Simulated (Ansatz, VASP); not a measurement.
**Na: VASP beside Ansatz**

```xyz
2
Lattice="3.7670 0.0000 0.0000 -1.8835 3.2623 0.0000 0.0000 0.0000 6.1540" Properties=species:S:1:pos:R:3 pbc="T T T"
Na    0.0000    2.1749    1.5385
Na    1.8835    1.0874    4.6155
```

Alike in both runs: functional r2SCAN; k mesh 14 × 14 × 8; occupations fermi-dirac, width 0.08 eV; no spin polarisation.

Ansatz relaxed the structure, and its values are those at the end. VASP's run is a single point on that final structure, the one shown.

```csv
,VASP,Ansatz
version,VASP 6.6.1,Ansatz 0.2.0
potentials or method,"VASP PAW PBE potentials, release 64 (Na_pv)","PAW with Ansatz's default frozen-core files, scalar-relativistic"
plane-wave cutoff (eV),520,500
valence electrons in the cell,14,18
```

|  | VASP | Ansatz | Ansatz less VASP |
| --- | --- | --- | --- |
| pressure (GPa) | 0.0 | 0.0 | -0.04 |

VASP's potentials were made for PBE, not for r2SCAN. The functional is the same, so the differences come from potentials, cutoffs and numerics. VASP's potentials hold 14 valence electrons a cell and Ansatz's 18, so a difference there can come from the potentials and not from the codes.
